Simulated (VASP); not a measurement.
# SiC (Moissanite) (P6_3mc) in VASP: notebook, part 2 of 2

VASP 6.6.1. The steps go on from the part before.

### 4 Single point, PBE (volume scaled by 0.96, then relaxed in part)

INCAR reads:

```
PREC = Accurate
ENCUT = 520
EDIFF = 1E-7
ISMEAR = -1
SIGMA = 0.02
LREAL = F
LASPH = T
NELM = 60
ALGO = Normal
ISIF = 2
LWAVE = F
LCHARG = T
GGA = PE
LELF = T
LVHAR = T
NBANDS = 16
```

KPOINTS reads:

```
regular mesh
0
Gamma
  16 16 9
```

POSCAR reads:

```
SiC
1.0
    3.0344273362      0.0000000000      0.0000000000
   -1.5172136681      2.6278911591      0.0000000000
    0.0000000000      0.0000000000      4.9797754205
Si C
2 2
Direct
    0.3333333333      0.6666666667      0.0045435396
    0.6666666667      0.3333333333      0.5045435396
    0.3333333333      0.6666666667      0.3804564604
    0.6666666667      0.3333333333      0.8804564604
```

Potentials or basis: VASP PAW PBE potentials, release 64 (Si, C).

Run with:

```bash
$ cat potpaw_PBE.64/Si/POTCAR potpaw_PBE.64/C/POTCAR > POTCAR
$ mpirun -np 1 vasp_std > vasp.out
```

OUTCAR:

```text
PREC = Accurate
   ENCUT = 520
   EDIFF = 1E-7
   ISMEAR = -1
   LREAL = F
   LASPH = T
   NELM = 60
   ISIF = 2
   GGA = PE

 ion  position               nearest neighbor table
   1  0.333  0.667  0.005-   4 1.86   4 1.86   4 1.86   3 1.87   2 3.04   2 3.04   2 3.04   2 3.04
                             2 3.04   2 3.04
   2  0.667  0.333  0.505-   3 1.86   3 1.86   3 1.86   4 1.87   1 3.04   1 3.04   1 3.04   1 3.04
                             1 3.04   1 3.04
   3  0.333  0.667  0.380-   2 1.86   2 1.86   2 1.86   1 1.87
   4  0.667  0.333  0.880-   1 1.86   1 1.86   1 1.86   2 1.87

  LATTYP: Found a hexagonal cell.
 ALAT       =     3.0344273362
 C/A-ratio  =     1.6410923277

  Lattice vectors:

 A1 = (   3.0344273362,   0.0000000000,   0.0000000000)
 A2 = (  -1.5172136681,   2.6278911591,   0.0000000000)
 A3 = (   0.0000000000,   0.0000000000,   4.9797754205)

Analysis of symmetry for initial positions (statically):
=====================================================================
 Subroutine PRICEL returns:
 Original cell was already a primitive cell.

 Routine SETGRP: Setting up the symmetry group for a
 hexagonal supercell.

 Subroutine GETGRP returns: Found 12 space group operations
 (whereof  6 operations were pure point group operations)
 out of a pool of 24 trial point group operations.

The static configuration has the point symmetry C_3v.
 The point group associated with its full space group is C_6v.

Analysis of symmetry for dynamics (positions and initial velocities):
=====================================================================
 Subroutine PRICEL returns:
 Original cell was already a primitive cell.

 Routine SETGRP: Setting up the symmetry group for a
 hexagonal supercell.

 Subroutine GETGRP returns: Found 12 space group operations
 (whereof  6 operations were pure point group operations)
 out of a pool of 24 trial point group operations.

[... 119 lines left out ...]
   EFERMI =   0.00;   METHOD = LEGACY
   ISMEAR =    -1;   SIGMA  =   0.02  broadening in eV -4-tet -1-fermi 0-gaus
   EFERMI_NEDOS =   21; number of points for ismear=-14 and -15
   IALGO  =     38    algorithm
   IMIX   =      4    mixing-type and parameters
     AMIX     =   0.40;   BMIX     =  1.00
     AMIX_MAG =   1.60;   BMIX_MAG =  1.00
  volume/ion in A,a.u.               =       9.93        66.99
  Fermi-wavevector in a.u.,A,eV,Ry     =   1.209159  2.284980 19.892620  1.462066
  Thomas-Fermi vector in A             =   2.344745
   LORBIT       =      0    0 simple, 1 ext, 2 COOP (PROOUT), +10 PAW based schemes
   GGA     = PE    functional components
   LHFCALC =     F    Hartree Fock is set to
   AEXX    =    0.0000 exact exchange contribution
   IVDW    =     0    specifies the selected vdW correction
   LEPSILON=     F    determine dielectric tensor
   LRPA    =     F    only Hartree local field effects (RPA)
 non-spin polarized calculation
  energy-cutoff  :      520.00
  volume of cell :       39.71
 maximum number of plane-waves:      1099
 NGX is ok and might be reduce to    24
   NGX = 11   NGY = 11   NGZ = 19

 number of electron      15.9999998 magnetization

 Free energy of the ion-electron system (eV)
  ---------------------------------------------------
  ext. energy  EPLUGINS =         0.00000000
  ---------------------------------------------------
  free energy    TOTEN  =       -30.01832437 eV

  energy without entropy =      -30.01832437  energy(sigma->0) =      -30.01832437

 E-fermi :   9.1007     XC(G=0): -11.5293

 val. band max:        8.7284691991   @ k =   0.0000   0.0000   0.0000
 cond. band min:      10.9973906556   @ k =   0.3125   0.3125   0.0000
 fundamental gap:      2.2689214565
 Fermi energy:         9.1006586437

 k-point     1 :       0.0000    0.0000    0.0000
  band No.  band energies     occupation
      1      -7.1695      2.00000
      2      -3.4485      2.00000
      3      -0.2041      2.00000
      4       7.3932      2.00000
      5       7.3932      2.00000
      6       8.6193      2.00000
[... 433 lines left out ...]
      3       1.4251      2.00000
      4       2.6696      2.00000
      5       3.3132      2.00000
      6       4.6434      2.00000
[... 8 lines left out ...]
     15      19.6058      0.00000
     16      20.5705      0.00000

 [... further k-points ...]
[... 5 lines left out ...]
  --------------------------------------------------------------------------------------
  -------------------------------------------------------------------------------------
  Total        3.3399746      3.3399746      3.2491095      0.0000000      0.0000000     -0.0000000
  in kB      134.7596497    134.7596497    131.0934674      0.0000000      0.0000000     -0.0000000
  external PRESSURE =     133.5375890 kB  Pullay stress =       0.0000000 kB

 VOLUME and BASIS-vectors are now :
 -----------------------------------------------------------------------------
  energy-cutoff  :      520.00
  volume of cell :       39.71
      direct lattice vectors                 reciprocal lattice vectors
     3.034427336  0.000000000  0.000000000     0.329551474  0.190266632  0.000000000
    -1.517213668  2.627891159  0.000000000     0.000000000  0.380533264  0.000000000
     0.000000000  0.000000000  4.979775421     0.000000000  0.000000000  0.200812269

 POSITION                                       TOTAL-FORCE (eV/Angst)
 -----------------------------------------------------------------------------------
     -0.00000      1.75193      0.02263        -0.000000     -0.000000      0.017480
      1.51721      0.87596      2.51251        -0.000000      0.000000      0.017480
     -0.00000      1.75193      1.89459        -0.000000     -0.000000     -0.017480
      1.51721      0.87596      4.38448         0.000000      0.000000     -0.017480
 -----------------------------------------------------------------------------------
    total drift:                               -0.000000      0.000000     -0.000161

  FREE ENERGIE OF THE ION-ELECTRON SYSTEM (eV)
  ---------------------------------------------------
  free  energy   TOTEN  =       -30.0183243695 eV

  energy  without entropy=      -30.0183243695  energy(sigma->0) =      -30.01832437
```

stdout:

```text
POSCAR found type information on POSCAR SiC
 POSCAR found :  2 types and       4 ions
 scaLAPACK will be used
 LDA part: xc-table for (Slater+PW92), standard interpolation
 POSCAR, INCAR and KPOINTS ok, starting setup
 FFT: planning ... GRIDC
 FFT: planning ... GRID_SOFT
 FFT: planning ... GRID
 WAVECAR not read
 entering main loop
```

Wall time 55 s (1 thread of AMD EPYC 9R45 (Zen 5), shared host); peak memory 0.18 GiB.

Results:

* Free energy: -30.0183 eV
* Pressure: 13.4 GPa
* Largest force: 0.017 eV/Å
* Band gap on the k mesh: 2.27 eV, indirect (least direct gap 4.05 eV)

Forces in eV/Å, atoms in the order of the input:
```
Si   0.000  0.000  0.017
Si   0.000  0.000  0.017
C    0.000  0.000 -0.017
C    0.000  0.000 -0.017
```

Levels at points of the mesh, in eV from the valence-band top:
```csv
k point,band 5,band 6,band 7,band 8,band 9,band 10,band 11,band 12
"(0.00, 0.00, 0.00)",-1.34,-0.11,0.00,0.00,5.15,6.64,6.91,6.91
"(0.50, 0.00, 0.00)",-5.57,-3.40,-3.40,-1.21,2.85,4.27,7.20,7.29
```

### 5 Single point, PBE (z stretched by -3 %, then relaxed in part)

INCAR reads:

```
PREC     = Accurate       # precision mode
ENCUT    = 520            # plane-wave cutoff, eV
EDIFF    = 1E-6           # SCF threshold, eV
ISMEAR   = -1             # smearing method
SIGMA    = 0.02           # smearing width, eV
LREAL    = False          # projectors in reciprocal space
LASPH    = True           # aspherical terms in the spheres
NELM     = 80             # most SCF steps
ALGO     = Normal         # electronic algorithm
ISIF     = 2              # what is computed and relaxed
LWAVE    = False          # write WAVECAR
LCHARG   = False          # write CHGCAR
GGA      = PE             # functional
NBANDS   = 16             # bands
```

KPOINTS reads:

```
Automatic mesh
0
Gamma
  16 16 9
```

POSCAR reads:

```
SiC
1.0
    3.0760000000      0.0000000000      0.0000000000
   -1.5380000000      2.6638941420      0.0000000000
    0.0000000000      0.0000000000      4.8965600000
Si C
2 2
Direct
    0.3333333333      0.6666666667      0.0026338331
    0.6666666667      0.3333333333      0.5026338331
    0.3333333333      0.6666666667      0.3823661669
    0.6666666667      0.3333333333      0.8823661669
```

Run with:

```bash
$ cat potpaw_PBE.64/Si/POTCAR potpaw_PBE.64/C/POTCAR > POTCAR
$ mpirun -np 1 vasp_std > vasp.out
```

It took 46 s on 1 thread of AMD EPYC 9R45 (Zen 5), shared host; peak memory 0.17 GiB.

The run converged. Its results:

| Quantity | Value |
| --- | --- |
| Free energy | -30.0106 eV |
| Pressure | 10.6 GPa |
| Largest force | 0.008 eV/Å |
| Band gap on the k mesh | 2.33 eV, indirect (least direct gap 3.78 eV) |

Forces in eV/Å, atoms in the order of the input:
```
Si   0.000  0.000 -0.008
Si   0.000  0.000 -0.008
C    0.000  0.000  0.008
C    0.000  0.000  0.008
```

Stress tensor (GPa, compression positive):
```
 5.48  0.00  0.00
 0.00  5.48  0.00
 0.00  0.00 20.87
```

Levels at points of the mesh, in eV from the valence-band top:
| k point | band 4 | band 5 | band 6 | band 7 | band 8 | band 9 | band 10 | band 11 | band 12 | band 13 |
| --- | --- | --- | --- | --- | --- | --- | --- | --- | --- | --- |
| (0.00, 0.00, 0.00) | -1.67 | -1.67 | -0.20 | -0.20 | 0.00 | 4.44 | 6.47 | 6.47 | 6.73 | 8.11 |
| (0.50, 0.00, 0.00) | -6.33 | -5.64 | -3.69 | -3.45 | -1.32 | 2.46 | 4.38 | 6.96 | 7.09 | 10.52 |

Caveat: the cell differs from its parent crystal (z stretched by -3 %, then relaxed in part). A k mesh can miss the band edges.

### 6 Overview

| cell | gap on the mesh (eV) | pressure (GPa) | largest force (eV/Å) |
| --- | --- | --- | --- |
| a = 3.076, b = 3.076, c = 5.048 Å, angles 90.0, 90.0, 120.0°, 4 atoms | 2.34 | 3.4 | 0.02 |
| a = 3.013, b = 3.013, c = 4.945 Å, angles 90.0, 90.0, 120.0°, 4 atoms | 2.22 | 19.1 | - |
| a = 3.034, b = 3.034, c = 4.980 Å, angles 90.0, 90.0, 120.0°, 4 atoms | 2.27 | 13.4 | 0.02 |
| a = 3.076, b = 3.076, c = 4.897 Å, angles 90.0, 90.0, 120.0°, 4 atoms | 2.33 | 10.6 | 0.01 |

Alike in all rows: task single point; level PBE; potentials or basis VASP PAW PBE potentials, release 64 (Si, C); no spin polarisation; k mesh 16 × 16 × 9; cutoff (eV) 520; smearing fermi-dirac 0.02 eV.

Total energies depend on the potentials used, so only differences within one code and one set of settings carry meaning.
